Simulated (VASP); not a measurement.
SiC (wurtzite type): single point with PBE

SiC (wurtzite type):

```xyz
4
Lattice="2.9642 0.0000 0.0000 -1.4821 2.5671 0.0000 0.0000 0.0000 4.8585" Properties=species:S:1:pos:R:3 pbc="T T T"
Si    0.0000    1.7114    0.0004
Si    1.4821    0.8557    2.4296
C     0.0000    1.7114    1.8264
C     1.4821    0.8557    4.2556
```

```json
{
 "Program": "VASP 6.6.1",
 "Task": "single point",
 "Functional": "PBE",
 "Potentials or basis": "VASP PAW PBE potentials, release 64 (Si, C)",
 "Cutoff": "520 eV",
 "k mesh": "13 × 13 × 7",
 "Occupations": "fermi-dirac, width 0.1 eV",
 "Spin": "no spin polarisation"
}
```

```json
{"Pressure": "34.8 GPa", "Band gap on the k mesh": "2.17 eV (least direct gap 4.20 eV)"}
```

Levels at points of the mesh, in eV from the valence-band top:
| k point | band 6 | band 7 | band 8 | band 9 | band 10 | band 11 |
| --- | --- | --- | --- | --- | --- | --- |
| (0.00, 0.00, 0.00) | -0.11 | 0.00 | 0.00 | 5.76 | 7.36 | 7.36 |

Run time: 44 s on 1 thread of Intel Xeon 8259CL, with other jobs on the host, peak memory 0.17 GiB.

Caveat: the cell stands under pressure. A k mesh can miss the band edges.
